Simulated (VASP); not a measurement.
**W: relaxation of cell and atoms with PBE**

Crystal: W.

```
W
1.0
    -1.59141    1.59141    1.59141
     1.59141   -1.59141    1.59141
     1.59141    1.59141   -1.59141
W
1
Direct
  0.00000 0.00000 0.00000
```

```
Program                : VASP 6.6.1
Task                   : relaxation of cell and atoms
Functional             : PBE
Potentials or basis    : VASP PAW PBE potentials, release 64 (W_sv)
Cutoff                 : 600 eV
k mesh                 : 24 × 24 × 24
Occupations            : gaussian, width 0.1 eV
Spin                   : no spin polarisation
Dipole correction      : no
Further INCAR settings : ALGO = Fast; EDIFF = 1e-07; IBRION = 2; EDIFFG = -0.01; NSW = 100; ISIF = 3
```

- Relaxed volume: 16.17 Å³/atom
- Relaxed cell: a = 2.759 Å, b = 2.759 Å, c = 2.759 Å, α = 109.47°, β = 109.47°, γ = 109.47°
- Space group after relaxing (to 0.05 Å): Im-3m (No. 229)
- Energy gained by relaxing: 0.1 meV/atom
- Ionic steps: 3
- Pressure after relaxing: 0.0 GPa
- Band gap on the k mesh: zero (band 7 reaches 16.18 eV, above the bottom of band 8 at 9.96 eV)

Step by step:
```
step  energy change (eV)  largest force (eV/Å)  pressure (GPa)  volume (Å³)
   1              0.0000                0.0000            0.85        16.12
   2              0.0013                0.0000           -2.89        16.32
   3             -0.0001                0.0000            0.01        16.17
```

Final structure:
```yaml
crystal:
  lattice:
    - [-1.59285, 1.59285, 1.59285]
    - [1.59285, -1.59285, 1.59285]
    - [1.59285, 1.59285, -1.59285]
  atoms:
    - { symbol: W, position: [0.00000, 0.00000, 0.00000] }
```

Levels at points of the mesh, in eV from the Fermi level:
```
           k point  band 3  band 4  band 5  band 6  band 7  band 8  band 9  band 10  band 11
(0.00, 0.00, 0.00)  -37.84  -37.84   -9.56   -1.23   -1.23   -1.23    2.18     2.18    14.44
(0.50, 0.00, 0.00)  -38.23  -37.84   -6.18   -3.51    0.58    2.06    3.02     5.94    11.40
(0.50, 0.50, 0.50)  -38.68  -38.68   -5.71   -5.71    4.99    4.99    4.99     8.06     8.06
```

It took 2 min on 1 thread of Intel(R) Xeon(R) Platinum 8259CL CPU @ 2.50GHz (Skylake/Cascade Lake), on a shared host, peak memory 0.23 GiB.

Caveat: spin-orbit coupling is left out, which moves the levels of the heavy elements.
